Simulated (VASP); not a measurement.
# PtPb (P6_3/mmc) in VASP: a series of runs

Runs on PtPb. Level: LDA. Tasks: electric field gradients.

All numbers are computed with VASP 6.6.1; they aren't measurements. Logs are shortened: lines on timing, memory, paths and dates and some standing lists are left out, and cuts for length are marked.

## 1. The cell of the first run

Symmetry: P6_3/mmc, No. 194, hexagonal system. The conventional cell has a = 4.236 Å, b = 4.236 Å, c = 5.438 Å, α = 90.00°, β = 90.00°, γ = 120.00°. Within 3.7 Å of Pt (site symmetry -6m2) lie 6 Pb at 2.80 Å and 6 Pt at 3.66 Å. Pb (site symmetry -3m) has 2 Pb at 2.72 Å and 6 Pt at 2.80 Å within 3.6 Å.

## 2. Electric field gradients, LDA (21.12 Å³/atom)

Contents of INCAR:

```
SYSTEM = PtPb
  ALGO = Normal
  EDIFF = 1E-8
  ENCUT = 520
  GGA = CA
  ISIF = 2
  ISMEAR = -1
  LASPH = .True.
  LCHARG = .False.
  LEFG = .True.
  LREAL = .False.
  LWAVE = .False.
  NBANDS = 32
  NELM = 60
  PREC = Accurate
  SIGMA = 0.05
```

Contents of KPOINTS:

```
k-points
0
Gamma
  10 10 7
  0 0 0
```

Contents of POSCAR:

```
PtPb
1.0
    4.2357867248      0.0000000000      0.0000000000
   -2.1178933624      3.6682989087      0.0000000000
    0.0000000000      0.0000000000      5.4377523721
Pt Pb
2 2
Direct
    0.3333333333      0.6666666667      0.2500000000
    0.6666666667      0.3333333333      0.7500000000
    0.0000000000      0.0000000000      0.0000000000
    0.0000000000      0.0000000000      0.5000000000
```

Potentials or basis: VASP PAW LDA potentials, release 64 (Pt, Pb_d).

The run is started by

```
$ cat potpaw_LDA.64/Pt/POTCAR potpaw_LDA.64/Pb_d/POTCAR > POTCAR
$ mpirun -np 1 vasp_std > vasp.out
```

OUTCAR:

```text
SYSTEM = PtPb
   EDIFF = 1E-8
   ENCUT = 520
   GGA = CA
   ISIF = 2
   ISMEAR = -1
   LASPH = .True.
   LREAL = .False.
   NELM = 60
   PREC = Accurate

 ion  position               nearest neighbor table
   1  0.333  0.667  0.250-   3 2.80   4 2.80   3 2.80   4 2.80   3 2.80   4 2.80
   2  0.667  0.333  0.750-   3 2.80   4 2.80   3 2.80   4 2.80   3 2.80   4 2.80
   3  0.000  0.000  0.000-   4 2.72   4 2.72   1 2.80   2 2.80   2 2.80   1 2.80   2 2.80   1 2.80

   4  0.000  0.000  0.500-   3 2.72   3 2.72   1 2.80   2 2.80   2 2.80   1 2.80   2 2.80   1 2.80

  LATTYP: Found a hexagonal cell.
 ALAT       =     4.2357867248
 C/A-ratio  =     1.2837644399

  Lattice vectors:

 A1 = (   4.2357867248,   0.0000000000,   0.0000000000)
 A2 = (  -2.1178933624,   3.6682989087,   0.0000000000)
 A3 = (   0.0000000000,   0.0000000000,   5.4377523721)

Analysis of symmetry for initial positions (statically):
=====================================================================
 Subroutine PRICEL returns:
 Original cell was already a primitive cell.

 Routine SETGRP: Setting up the symmetry group for a
 hexagonal supercell.

 Subroutine GETGRP returns: Found 24 space group operations
 (whereof 12 operations were pure point group operations)
 out of a pool of 24 trial point group operations.

The static configuration has the point symmetry D_3d.
 The point group associated with its full space group is D_6h.

Analysis of symmetry for dynamics (positions and initial velocities):
=====================================================================
 Subroutine PRICEL returns:
 Original cell was already a primitive cell.

 Routine SETGRP: Setting up the symmetry group for a
 hexagonal supercell.

 Subroutine GETGRP returns: Found 24 space group operations
 (whereof 12 operations were pure point group operations)
 out of a pool of 24 trial point group operations.

The dynamic configuration has the point symmetry D_3d.
 The point group associated with its full space group is D_6h.

 Subroutine INISYM returns: Found 24 space group operations
 (whereof 12 operations are pure point group operations),
 and found     1 'primitive' translations

----------------------------------------------------------------------------------------

                                     Primitive cell

  volume of cell :      84.4925

  direct lattice vectors                    reciprocal lattice vectors
     4.235786725  0.000000000  0.000000000     0.236083652  0.136302960  0.000000000
    -2.117893362  3.668298909  0.000000000     0.000000000  0.272605920  0.000000000
     0.000000000  0.000000000  5.437752372     0.000000000  0.000000000  0.183899511

  length of vectors
     4.235786725  4.235786725  5.437752372     0.272605920  0.272605920  0.183899511

  position of ions in fractional coordinates (direct lattice)
     0.333333333  0.666666667  0.250000000
     0.666666667  0.333333333  0.750000000
     0.000000000  0.000000000  0.000000000
     0.000000000  0.000000000  0.500000000

  ion indices of the primitive-cell ions
   primitive index   ion index
                 1           1
                 2           2
                 3           3
                 4           4

----------------------------------------------------------------------------------------

 KPOINTS: k-points

Automatic generation of k-mesh.
 Grid dimensions read from file:
 generate k-points for:   10   10    7

 Generating k-lattice:

  Cartesian coordinates                     Fractional coordinates (reciprocal lattice)
     0.023608365  0.013630296  0.000000000     0.100000000 -0.000000000  0.000000000
     0.000000000  0.027260592  0.000000000     0.000000000  0.100000000  0.000000000
[... 44 lines left out ...]
   dimension x,y,z NGXF=    64 NGYF=   64 NGZF=   80
   ions per type =               2   2
   NGX,Y,Z   is equivalent  to a cutoff of  12.56, 12.56, 12.23 a.u.
   NGXF,Y,Z  is equivalent  to a cutoff of  25.12, 25.12, 24.46 a.u.
 SYSTEM =  PtPb
   PREC   = accura    normal or accurate (medium, high low for compatibility)
   ISTART =      0    job   : 0-new  1-cont  2-samecut
   ICHARG =      2    charge: 1-file 2-atom 10-const
   ISPIN  =      1    spin polarized calculation?
   LNONCOLLINEAR =      F non collinear calculations
   LSORBIT =      F    spin-orbit coupling
   LASPH  =      T    aspherical Exc in radial PAW
   ENCUT  =  520.0 eV  38.22 Ry    6.18 a.u.   7.88  7.88 10.11*2*pi/ulx,y,z
   NELM   =     60;   NELMIN=  2; NELMDL= -5     # of ELM steps
   EDIFF  = 0.1E-07   stopping-criterion for ELM
   LREAL  =      F    real-space projection
   EDIFFG = 0.1E-06   stopping-criterion for IOM
   NSW    =      0    number of steps for IOM
   IBRION =     -1    ionic relax: 0-MD 1-quasi-New 2-CG
   NFREE  =      0    steps in history (QN), initial steepest desc. (CG)
   ISIF   =      2    stress and relaxation
   ISYM   =      2    0-nonsym 1-usesym 2-fastsym
   POTIM  = 0.5000    time-step for ionic-motion
   TEBEG  =    0.0;   TEEND  =   0.0 temperature during run
   PSTRESS=    0.0 pullay stress
   NELECT =      48.0000    total number of electrons
   NUPDOWN=      -1.0000    fix difference up-down
   EMIN   =  10.00;   EMAX   =-10.00  energy-range for DOS
   EFERMI =   0.00;   METHOD = LEGACY
   ISMEAR =    -1;   SIGMA  =   0.05  broadening in eV -4-tet -1-fermi 0-gaus
   EFERMI_NEDOS =   21; number of points for ismear=-14 and -15
   IALGO  =     38    algorithm
   IMIX   =      4    mixing-type and parameters
     AMIX     =   0.40;   BMIX     =  1.00
     AMIX_MAG =   1.60;   BMIX_MAG =  1.00
  volume/ion in A,a.u.               =      21.12       142.55
  Fermi-wavevector in a.u.,A,eV,Ry     =   1.355863  2.562210 25.012470  1.838365
  Thomas-Fermi vector in A             =   2.482915
   LORBIT       =      0    0 simple, 1 ext, 2 COOP (PROOUT), +10 PAW based schemes
   GGA     = CA    functional components
   LHFCALC =     F    Hartree Fock is set to
   AEXX    =    0.0000 exact exchange contribution
   IVDW    =     0    specifies the selected vdW correction
   LEPSILON=     F    determine dielectric tensor
   LRPA    =     F    only Hartree local field effects (RPA)
 non-spin polarized calculation
  energy-cutoff  :      520.00
  volume of cell :       84.49
 maximum number of plane-waves:      2294
 NGX is ok and might be reduce to    32
   NGX = 15   NGY = 15   NGZ = 21

 number of electron      48.0000005 magnetization

 Free energy of the ion-electron system (eV)
  ---------------------------------------------------
  ext. energy  EPLUGINS =         0.00000000
  ---------------------------------------------------
  free energy    TOTEN  =       -21.64097859 eV

  energy without entropy =      -21.62089170  energy(sigma->0) =      -21.63093514

 E-fermi :   8.8903     XC(G=0): -11.8585

 val. band max:        8.8840793640   @ k =   0.1000   0.1000   0.2857
 cond. band min:       8.9133754003   @ k =   0.2000   0.2000   0.1429
 fundamental gap:      0.0292960363
 Fermi energy:         8.8902618052

 k-point     1 :       0.0000    0.0000    0.0000
  band No.  band energies     occupation
      1      -9.5035      2.00000
      2      -8.7305      2.00000
      3      -8.7305      2.00000
      4      -8.1646      2.00000
      5      -8.1646      2.00000
      6      -8.1187      2.00000
[... 829 lines left out ...]
     31      16.3190      0.00000
     32      18.7784      0.00000

 [... further k-points ...]

------------------------ aborting loop because EDIFF is reached ----------------------------------------

  FORCE on cell =-STRESS in cart. coord.  units (eV):
  Direction    XX          YY          ZZ          XY          YZ          ZX
  --------------------------------------------------------------------------------------
  -------------------------------------------------------------------------------------
  Total       -0.3868846     -0.3868846     13.8397828     -0.0000000     -0.0000000      0.0000000
  in kB       -7.3362437     -7.3362437    262.4349238     -0.0000000     -0.0000000      0.0000000
  external PRESSURE =      82.5874788 kB  Pullay stress =       0.0000000 kB

 VOLUME and BASIS-vectors are now :
 -----------------------------------------------------------------------------
  energy-cutoff  :      520.00
  volume of cell :       84.49
      direct lattice vectors                 reciprocal lattice vectors
     4.235786725  0.000000000  0.000000000     0.236083652  0.136302960  0.000000000
    -2.117893362  3.668298909  0.000000000     0.000000000  0.272605920  0.000000000
     0.000000000  0.000000000  5.437752372     0.000000000  0.000000000  0.183899511

 POSITION                                       TOTAL-FORCE (eV/Angst)
 -----------------------------------------------------------------------------------
     -0.00000      2.44553      1.35944         0.000000      0.000000      0.000000
      2.11789      1.22277      4.07831        -0.000000      0.000000      0.000000
      0.00000      0.00000      0.00000         0.000000      0.000000      0.000000
      0.00000      0.00000      2.71888         0.000000      0.000000      0.000000
 -----------------------------------------------------------------------------------
    total drift:                               -0.000000      0.000000      0.000000

  FREE ENERGIE OF THE ION-ELECTRON SYSTEM (eV)
  ---------------------------------------------------
  free  energy   TOTEN  =       -21.6409785898 eV

  energy  without entropy=      -21.6208916996  energy(sigma->0) =      -21.63093514

 Electric field gradients (V/A^2)
---------------------------------------------------------------------
 ion       V_xx      V_yy      V_zz      V_xy      V_xz      V_yz
---------------------------------------------------------------------
   1     -34.386   -34.386    68.772     0.000    -0.000     0.000
   2     -34.386   -34.386    68.772     0.000     0.000    -0.000
   3      -5.970    -5.968    11.938     0.002     0.000    -0.000
   4      -5.970    -5.968    11.938     0.002    -0.000     0.000
---------------------------------------------------------------------

 Electric field gradients after diagonalization (V/A^2)
 (convention: |V_zz| > |V_xx| > |V_yy|)
----------------------------------------------------------------------
 ion       V_xx      V_yy      V_zz     asymmetry (V_yy - V_xx)/ V_zz
----------------------------------------------------------------------
   1     -34.387   -34.386    68.772       0.000
   2     -34.387   -34.386    68.772       0.000
   3      -5.971    -5.967    11.938       0.000
   4      -5.971    -5.967    11.938       0.000
----------------------------------------------------------------------

           NMR quadrupolar parameters

 Cq : quadrupolar parameter    Cq=e*Q*V_zz/h
 eta: asymmetry parameters     (V_yy - V_xx)/ V_zz
 Q  : nuclear electric quadrupole moment in mb (millibarn)
----------------------------------------------------------------------
 ion       Cq(MHz)       eta       Q (mb)
----------------------------------------------------------------------
   1       0.166       0.000       1.000
   2       0.166       0.000       1.000
   3       0.029       0.000       1.000
   4       0.029       0.000       1.000
----------------------------------------------------------------------
```

Run time: 2.4 min. Hardware: 1 thread of Intel Xeon 8259CL, shared host; peak memory 0.26 GiB.

Results:

```
Free energy                             : -21.6410 eV
Pressure                                : 8.3 GPa
Band gap on the k mesh                  : zero (bands 24 and 25 overlap by 2.91 eV)
Largest electric field gradient by atom : Pt +68.8; Pb +11.9 V/Å²
```

Stress tensor (GPa, compression positive):
```
-0.73  0.00  0.00
 0.00 -0.73  0.00
 0.00  0.00 26.24
```

Electric field gradients, principal values (V/Å²):
| atom | least | middle | greatest (by size) |
| --- | --- | --- | --- |
| 1 Pt | -34.386 | -34.387 | 68.772 |
| 2 Pt | -34.386 | -34.387 | 68.772 |
| 3 Pb | -5.967 | -5.971 | 11.938 |
| 4 Pb | -5.967 | -5.971 | 11.938 |

Caveat: the cell stands under pressure; without QUAD_EFG the Cq values of the log hold for a quadrupole moment of 1 mb, not for the nuclei; spin-orbit coupling is left out, which moves the levels of the heavy elements.

[end of part 1 of 2]
